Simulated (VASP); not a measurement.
CO2, 12 atoms in the cell. The structure is cubic, space group Pa-3 (No. 205). Conventional cell: a = 6.037 Å, b = 6.037 Å, c = 6.037 Å, α = 90.00°, β = 90.00°, γ = 90.00°. C (site symmetry -3) has 2 O at 1.17 Å within 1.6 Å. O (site symmetry 3) has 1 C at 1.17 Å within 1.6 Å. 

| Quantity | Value |
| --- | --- |
| Program | VASP 6.6.1 |
| Task | single point |
| Functional | PBE |
| Potentials or basis | VASP PAW PBE potentials, release 64 (C_h, O_h) |
| Cutoff | 910 eV |
| k mesh | 4 × 4 × 4 |
| Occupations | gaussian, width 0.02 eV |
| Spin | no spin polarisation |
| Dipole correction | no |
| Further INCAR settings | ALGO = Normal; EDIFF = 1e-06; NBANDS = 44 |

Potentials or basis: VASP PAW PBE potentials, release 64 (C_h, O_h).

Launch:

```console
$ cat potpaw_PBE.64/C_h/POTCAR potpaw_PBE.64/O_h/POTCAR > POTCAR
$ mpirun -np 1 vasp_std > vasp.out
```

Hardware: 1 thread of Intel(R) Xeon(R) Platinum 8175M CPU @ 2.50GHz (Skylake/Cascade Lake), with other jobs on the host.

Q: Estimate the wall time of this run.

A: It took 3.7 min on 1 thread of Intel(R) Xeon(R) Platinum 8175M CPU @ 2.50GHz (Skylake/Cascade Lake), with other jobs on the host, peak memory 0.58 GiB. Counts: scf iterations 14, k points 11.
